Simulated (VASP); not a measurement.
**Co: single point with LDA**

Co:

```xyz
2
Lattice="2.0897 0.0000 0.0000 -1.0449 1.8097 0.0000 0.0000 0.0000 3.3863" Properties=species:S:1:pos:R:3 pbc="T T T"
Co    0.0000    1.2065    0.8466
Co    1.0449    0.6032    2.5397
```

- Program: VASP 6.6.1
- Task: single point
- Functional: LDA
- Potentials or basis: VASP PAW LDA potentials, release 64 (Co)
- Cutoff: 520 eV
- k mesh: 19 × 19 × 11
- Occupations: fermi-dirac, width 0.08 eV
- Spin: collinear spin, ferromagnetic start
- Starting moments: [1.7, 1.7] μB
- Dipole correction: no
- Further INCAR settings: ALGO = Normal; EDIFF = 1e-06; NBANDS = 20

The pressure is 323.3 GPa. The band gap on the k mesh is zero (filled and empty bands overlap) and the net moment is 0.00 μB per cell.

Stress tensor (GPa, compression positive):
```
323.44   0.00   0.00
  0.00 323.44   0.00
  0.00   0.00 323.05
```

Levels at points of the mesh, in eV from the Fermi level:
Spin up:
```csv
k point,band 5,band 6,band 7,band 8,band 9,band 10,band 11,band 12,band 13,band 14
"(0.00, 0.00, 0.00)",-3.96,-3.18,-3.18,-2.34,-2.34,-0.31,0.16,0.16,12.59,25.56
```
Spin down:
```
           k point  band 5  band 6  band 7  band 8  band 9  band 10  band 11  band 12  band 13  band 14
(0.00, 0.00, 0.00)   -3.96   -3.18   -3.18   -2.34   -2.34    -0.31     0.16     0.16    12.59    25.56
```

It took 41 s on 1 thread of Intel(R) Xeon(R) 6975P-C (Granite Rapids), with other jobs on the host, peak memory 0.19 GiB.

Caveat: the cell stands under pressure.
